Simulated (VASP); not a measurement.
# BaTiO3 in VASP: further runs

BaTiO3 is run at these levels: PBE, r2SCAN+D3(BJ); tasks: single point.

All numbers are computed with VASP 6.6.1; they aren't measurements. Logs are shortened: lines on timing, memory, paths and dates and some standing lists are left out, and cuts for length are marked.

**1. The cell of the first run**

The typed cell holds 10 atoms: a = 4.000 Å, b = 4.000 Å, c = 8.036 Å, α = 90.00°, β = 90.00°, γ = 90.00°.

**2. Single point, PBE**

The input, INCAR:

```
SYSTEM = BaTiO3
  PREC = Accurate
  ENCUT = 520
  EDIFF = 1E-7
  ISMEAR = -1
  SIGMA = 0.05
  LREAL = .FALSE.
  LASPH = .TRUE.
  NELM = 80
  ALGO = Normal
  ISIF = 2
  LWAVE = .FALSE.
  LCHARG = .FALSE.
  GGA = PE
  NBANDS = 51
```

The input, KPOINTS:

```
regular mesh
0
G
  3 3 2
  0 0 0
```

The input, POSCAR:

```
BaTiO3
1.0
    3.9998000000      0.0000000000      0.0000000000
    0.0000000000      3.9998000000      0.0000000000
    0.0000000000      0.0000000000      8.0360000000
Ba Ti O
2 2 6
Direct
    0.9993338700      0.0014896700      0.0020579800
    0.0006661300      0.9985103300      0.4979420200
    0.4893534700      0.4978615600      0.2399223900
    0.5106465300      0.5021384400      0.7420776100
    0.5027900500      0.5020959900      0.0107726400
    0.4972099500      0.4979040100      0.5052273600
    0.5056745700      0.0016777200      0.2580984100
    0.4943254300      0.9983222800      0.7569015900
    0.0077650300      0.4997120000      0.2626403600
    0.9922349700      0.5002880000      0.7523596400
```

Potentials or basis: VASP PAW PBE potentials, release 64 (Ba_sv, Ti_sv, O).

Command:

```bash
cat potpaw_PBE.64/Ba_sv/POTCAR potpaw_PBE.64/Ti_sv/POTCAR potpaw_PBE.64/O/POTCAR > POTCAR
mpirun -np 1 vasp_std > vasp.out
```

OUTCAR:

```text
SYSTEM = BaTiO3
   PREC = Accurate
   ENCUT = 520
   EDIFF = 1E-7
   ISMEAR = -1
   LREAL = .FALSE.
   LASPH = .TRUE.
   NELM = 80
   ISIF = 2
   GGA = PE

 ion  position               nearest neighbor table
   1  0.999  0.001  0.002-   8 2.79   5 2.82   5 2.82   8 2.82  10 2.83  10 2.84   5 2.84   5 2.84
                             7 2.85   7 2.89   9 2.89   9 2.90   3 3.38   3 3.40   3 3.43   3 3.45
   2  0.001  0.999  0.498-   9 2.75   9 2.76   7 2.76   7 2.79   6 2.82   6 2.82   6 2.84   6 2.84
                            10 2.86  10 2.87   8 2.87   8 2.90   4 3.41   4 3.43   4 3.46   4 3.47
   3  0.489  0.498  0.240-   5 1.84   9 1.93   7 1.99   7 2.02   9 2.08   6 2.13   1 3.38   1 3.40
                             1 3.43   1 3.45   2 3.48   2 3.48   2 3.53   2 3.53
   4  0.511  0.502  0.742-   6 1.90  10 1.93   8 1.99   8 2.02  10 2.08   5 2.16   2 3.41   2 3.43
                             2 3.46   2 3.47   1 3.49   1 3.49   1 3.54   1 3.54
   5  0.503  0.502  0.011-   3 1.84   4 2.16   1 2.82   1 2.82   1 2.84   1 2.84
   6  0.497  0.498  0.505-   4 1.90   3 2.13   2 2.82   2 2.82   2 2.84   2 2.84
   7  0.506  0.002  0.258-   3 1.99   3 2.02   2 2.76   2 2.79   1 2.85   1 2.89
   8  0.494  0.998  0.757-   4 1.99   4 2.02   1 2.79   1 2.82   2 2.87   2 2.90
   9  0.008  0.500  0.263-   3 1.93   3 2.08   2 2.75   2 2.76   1 2.89   1 2.90
  10  0.992  0.500  0.752-   4 1.93   4 2.08   1 2.83   1 2.84   2 2.86   2 2.87

  LATTYP: Found a simple tetragonal cell.
 ALAT       =     3.9998000000
 C/A-ratio  =     2.0091004550

  Lattice vectors:

 A1 = (   3.9998000000,   0.0000000000,   0.0000000000)
 A2 = (   0.0000000000,   3.9998000000,   0.0000000000)
 A3 = (   0.0000000000,   0.0000000000,   8.0360000000)

Analysis of symmetry for initial positions (statically):
=====================================================================
 Subroutine PRICEL returns:
 Original cell was already a primitive cell.

 Routine SETGRP: Setting up the symmetry group for a
 simple tetragonal supercell.

 Subroutine GETGRP returns: Found  1 space group operations
 (whereof  1 operations were pure point group operations)
 out of a pool of 16 trial point group operations.

The static configuration has the point symmetry C_1 .

Analysis of symmetry for dynamics (positions and initial velocities):
=====================================================================
 Subroutine PRICEL returns:
 Original cell was already a primitive cell.

 Routine SETGRP: Setting up the symmetry group for a
 simple tetragonal supercell.

 Subroutine GETGRP returns: Found  1 space group operations
 (whereof  1 operations were pure point group operations)
 out of a pool of 16 trial point group operations.

The dynamic configuration has the point symmetry C_1 .

[... 107 lines left out ...]
   POTIM  = 0.5000    time-step for ionic-motion
   TEBEG  =    0.0;   TEEND  =   0.0 temperature during run
   PSTRESS=    0.0 pullay stress
   NELECT =      80.0000    total number of electrons
   NUPDOWN=      -1.0000    fix difference up-down
   EMIN   =  10.00;   EMAX   =-10.00  energy-range for DOS
   EFERMI =   0.00;   METHOD = LEGACY
   ISMEAR =    -1;   SIGMA  =   0.05  broadening in eV -4-tet -1-fermi 0-gaus
   EFERMI_NEDOS =   21; number of points for ismear=-14 and -15
   IALGO  =     38    algorithm
   IMIX   =      4    mixing-type and parameters
     AMIX     =   0.40;   BMIX     =  1.00
     AMIX_MAG =   1.60;   BMIX_MAG =  1.00
  volume/ion in A,a.u.               =      12.86        86.76
  Fermi-wavevector in a.u.,A,eV,Ry     =   1.397653  2.641181 26.578078  1.953434
  Thomas-Fermi vector in A             =   2.520888
   LORBIT       =      0    0 simple, 1 ext, 2 COOP (PROOUT), +10 PAW based schemes
   GGA     = PE    functional components
[... 5 lines left out ...]
 non-spin polarized calculation
  energy-cutoff  :      520.00
  volume of cell :      128.56
 maximum number of plane-waves:      3510
 NGX is ok and might be reduce to    30
   NGX = 15   NGY = 15   NGZ = 29

 number of electron      79.9999986 magnetization

 Free energy of the ion-electron system (eV)
  ---------------------------------------------------
  ext. energy  EPLUGINS =         0.00000000
  ---------------------------------------------------
  free energy    TOTEN  =       -79.85442651 eV

  energy without entropy =      -79.85442651  energy(sigma->0) =      -79.85442651

 E-fermi :   4.6856     XC(G=0): -11.2391

 val. band max:        3.5824486168   @ k =   0.3333   0.3333   0.0000
 cond. band min:       5.7272903146   @ k =   0.0000   0.0000   0.0000
 fundamental gap:      2.1448416978
 Fermi energy:         4.6856013389

 k-point     1 :       0.0000    0.0000    0.0000
  band No.  band energies     occupation
      1     -52.7555      2.00000
      2     -52.6715      2.00000
      3     -29.0214      2.00000
      4     -28.9785      2.00000
      5     -28.9665      2.00000
      6     -28.9593      2.00000
[... 529 lines left out ...]
     50      10.5862      0.00000
     51      11.5430      0.00000

------------------------ aborting loop because EDIFF is reached ----------------------------------------

  FORCE on cell =-STRESS in cart. coord.  units (eV):
  Direction    XX          YY          ZZ          XY          YZ          ZX
  --------------------------------------------------------------------------------------
  -------------------------------------------------------------------------------------
  Total        3.8740171      3.3031627      4.7527556      0.0074460     -0.0030127      0.0577520
  in kB       48.2787070     41.1646162     59.2297068      0.0927932     -0.0375448      0.7197161
  external PRESSURE =      49.5576767 kB  Pullay stress =       0.0000000 kB

 VOLUME and BASIS-vectors are now :
 -----------------------------------------------------------------------------
  energy-cutoff  :      520.00
  volume of cell :      128.56
      direct lattice vectors                 reciprocal lattice vectors
     3.999800000  0.000000000  0.000000000     0.250012501  0.000000000  0.000000000
     0.000000000  3.999800000  0.000000000     0.000000000  0.250012501  0.000000000
     0.000000000  0.000000000  8.036000000     0.000000000  0.000000000  0.124440020

 POSITION                                       TOTAL-FORCE (eV/Angst)
 -----------------------------------------------------------------------------------
      3.99714      0.00596      0.01654        -0.015945     -0.034712     -0.216640
      0.00266      3.99384      4.00146         0.010347      0.036304      0.072130
      1.95732      1.99135      1.92802        -0.160918     -0.034703      0.715748
      2.04248      2.00845      5.96334         0.184419      0.038050     -0.993662
      2.01106      2.00828      0.08657        -0.065591     -0.044696     -0.294847
      1.98874      1.99152      4.06001         0.094947      0.054864      0.970231
      2.02260      0.00671      2.07408         0.042613     -0.002093     -0.269789
      1.97720      3.99309      6.08246        -0.051473     -0.005853      0.155019
      0.03106      1.99875      2.11058         0.101505      0.037119     -0.500995
      3.96874      2.00105      6.04596        -0.139905     -0.044281      0.362807
 -----------------------------------------------------------------------------------
    total drift:                               -0.000047     -0.000087     -0.000245

  FREE ENERGIE OF THE ION-ELECTRON SYSTEM (eV)
  ---------------------------------------------------
  free  energy   TOTEN  =       -79.8544265137 eV

  energy  without entropy=      -79.8544265132  energy(sigma->0) =      -79.85442651
```

Run time: 2.3 min. Hardware: 1 thread of Intel Xeon 8259CL, shared host; peak memory 0.25 GiB.

Results:

```
Free energy            : -79.8544 eV
Pressure               : 5.0 GPa
Largest force          : 1.011 eV/Å
Band gap on the k mesh : 2.14 eV
```

Forces in eV/Å, atoms in the order of the input:
```
Ba  -0.016 -0.035 -0.217
Ba   0.010  0.036  0.072
Ti  -0.161 -0.035  0.716
Ti   0.184  0.038 -0.994
O   -0.066 -0.045 -0.295
O    0.095  0.055  0.970
O    0.043 -0.002 -0.270
O   -0.051 -0.006  0.155
O    0.102  0.037 -0.501
O   -0.140 -0.044  0.363
```

Caveat: the k points lie up to 0.52 Å⁻¹ apart; spin-orbit coupling is left out, which moves the levels of the heavy elements; an odd mesh through Γ misses points on the zone boundary, where band edges can lie; forces of over 1 eV/Å act on the atoms, so gaps and moduli don't describe the material at rest.

**3. Single point, PBE**

The input, INCAR:

```
  PREC = Accurate
  ENCUT = 520
  EDIFF = 1E-6
  ISMEAR = -1
  SIGMA = 0.05
  LREAL = F
  LASPH = T
  NELM = 60
  ALGO = Normal
  ISIF = 2
  LWAVE = F
  LCHARG = F
  GGA = PE
  NBANDS = 51
```

The input, KPOINTS:

```
Automatic mesh
0
Gamma
  7 7 4
```

POSCAR is that of step 2.

Potentials or basis: VASP PAW PBE potentials, release 64 (Ba_sv, Ti_sv, O).

Command:

```bash
cat potpaw_PBE.64/Ba_sv/POTCAR potpaw_PBE.64/Ti_sv/POTCAR potpaw_PBE.64/O/POTCAR > POTCAR
mpirun -np 1 vasp_std > vasp.out
```

It took 21 min on 1 thread of Intel Xeon 8259CL, shared host; peak memory 0.61 GiB.

The run converged. Its results:

- Free energy: -79.9243 eV
- Pressure: 4.9 GPa
- Largest force: 1.015 eV/Å
- Band gap on the k mesh: 1.99 eV

Forces on the atoms (eV/Å):
```
Ba  -0.016 -0.035 -0.197
Ba   0.012  0.036  0.078
Ti  -0.043 -0.017  1.014
Ti   0.052  0.016 -0.717
O   -0.069 -0.046 -0.383
O    0.101  0.056  0.871
O   -0.031 -0.011 -0.372
O    0.024  0.004  0.050
O    0.051  0.027 -0.615
O   -0.080 -0.032  0.271
```

Stress tensor (GPa, compression positive):
```
4.73 0.01 0.07
0.01 4.08 0.00
0.07 0.00 5.85
```

Levels at points of the mesh, in eV from the valence-band top:
```
           k point  band 37  band 38  band 39  band 40  band 41  band 42  band 43  band 44
(0.00, 0.00, 0.00)    -0.63    -0.27    -0.26    -0.23     1.99     2.12     2.23     2.24
(0.00, 0.00, 0.50)    -0.54    -0.50    -0.44    -0.38     2.06     2.09     2.90     2.91
```

Caveat: the cell stands under pressure; spin-orbit coupling is left out, which moves the levels of the heavy elements; an odd mesh through Γ misses points on the zone boundary, where band edges can lie; forces of over 1 eV/Å act on the atoms, so gaps and moduli don't describe the material at rest.

**4. Single point, r2SCAN+D3(BJ)**

The input, POSCAR:

```
BaTiO3
1.0
    3.9843751938      0.0029209644     -0.0000187077
    0.0029209644      3.9827570489      0.0000055632
   -0.0000375856      0.0000111769      8.0867306175
Ba Ti O
2 2 6
Direct
    0.9980861362     -0.0018679602     -0.0016061102
    0.0019227938      1.0018597126      0.4983834693
    0.4870531809      0.4872955778      0.2406386840
    0.5129681921      0.5126894822      0.7406262629
    0.4996815626      0.4997305636      0.0121418778
    0.5003211266      0.5002781856      0.5121305018
    0.5057455395      0.0097439026      0.2564477958
    0.4942436393      0.9902680554      0.7564428592
    0.0100138299      0.5055592396      0.2563984038
    0.9899639991      0.4944432408      0.7563962555
```

The input, INCAR.step1:

```
PREC = Accurate ; ENCUT = 520
ISMEAR = -1 ; SIGMA = 0.05
LREAL = False ; LASPH = True
NELM = 100 ; NBANDS = 51
GGA = PE ; ALGO = Normal
EDIFF = 1E-4 ; LWAVE = True
LCHARG = False
```

The input, INCAR.step2:

```
PREC = Accurate ; ENCUT = 520
EDIFF = 1E-6 ; ISMEAR = -1
SIGMA = 0.05 ; LREAL = False
LASPH = True ; NELM = 100
ALGO = Normal ; ISIF = 2
LWAVE = False ; LCHARG = True
METAGGA = R2SCAN ; LMIXTAU = True
IVDW = 12 ; VDW_S6 = 1.0
VDW_S8 = 0.78981345 ; VDW_A1 = 0.49484001
VDW_A2 = 5.73083694 ; LELF = True
LVHAR = True ; NBANDS = 51
ISTART = 1
```

KPOINTS is that of step 3.

Command:

```bash
cat potpaw_PBE.64/Ba_sv/POTCAR potpaw_PBE.64/Ti_sv/POTCAR potpaw_PBE.64/O/POTCAR > POTCAR
cp INCAR.step1 INCAR
mpirun -np 1 vasp_std > vasp.out
cp INCAR.step2 INCAR
mpirun -np 1 vasp_std > vasp.out
```

Wall time 35 min (1 thread of Oxide Virtual Turin-like, shared host); peak memory 0.58 GiB.

Results (log left out):

- Free energy: -149.7708 eV
- Pressure: 2.0 GPa
- Largest force: 0.161 eV/Å
- Band gap on the k mesh: 2.63 eV
- Dispersion energy per atom: -0.127 eV

Forces in eV/Å, atoms in the order of the input:
```
Ba   0.002  0.002  0.025
Ba  -0.002 -0.002  0.025
Ti   0.070  0.069  0.126
Ti  -0.070 -0.069  0.127
O    0.003  0.001 -0.127
O   -0.003 -0.001 -0.127
O   -0.006 -0.069 -0.012
O    0.006  0.068 -0.012
O   -0.070 -0.005 -0.011
O    0.070  0.006 -0.012
```

Stress tensor (GPa, compression positive):
```
 1.94 -0.04  0.00
-0.04  1.96  0.00
 0.00  0.00  2.08
```

Levels at points of the mesh, in eV from the valence-band top:
```csv
k point,band 37,band 38,band 39,band 40,band 41,band 42,band 43,band 44
"(0.00, 0.00, 0.00)",-0.70,-0.39,-0.35,-0.35,2.63,2.69,2.79,2.86
"(0.00, 0.00, 0.50)",-0.60,-0.60,-0.53,-0.53,2.71,2.71,3.52,3.52
```

Caveat: the PAW data sets were made with another functional, which shifts forces and pressure a little; spin-orbit coupling is left out, which moves the levels of the heavy elements; an odd mesh through Γ misses points on the zone boundary, where band edges can lie.

**5. Summary**

| level | cell | k mesh | gap on the mesh (eV) | pressure (GPa) | largest force (eV/Å) |
| --- | --- | --- | --- | --- | --- |
| PBE | a = 4.000, b = 4.000, c = 8.036 Å, 10 atoms, atomic positions A | 3 × 3 × 2 | 2.14 | 5.0 | 1.01 |
| PBE | a = 4.000, b = 4.000, c = 8.036 Å, 10 atoms, atomic positions A | 7 × 7 × 4 | 1.99 | 4.9 | 1.01 |
| r2SCAN+D3(BJ) | a = 3.984, b = 3.983, c = 8.087 Å, angles 90.0, 90.0, 89.9°, 10 atoms, atomic positions B | 7 × 7 × 4 | 2.63 | 2.0 | 0.16 |

Alike in all rows: task single point; potentials or basis VASP PAW PBE potentials, release 64 (Ba_sv, Ti_sv, O); no spin polarisation; cutoff (eV) 520; smearing fermi-dirac 0.05 eV.

Caveats: some runs use coarse meshes; spin-orbit coupling is left out, which moves the levels of the heavy elements; an odd mesh through Γ misses points on the zone boundary, where band edges can lie; forces of over 1 eV/Å act on the atoms, so gaps and moduli don't describe the material at rest (at least some runs); the cell stands under pressure (at least some runs); the PAW data sets were made with another functional, which shifts forces and pressure a little (at least some runs).

Absolute energies hang on the potentials; compare differences alone.
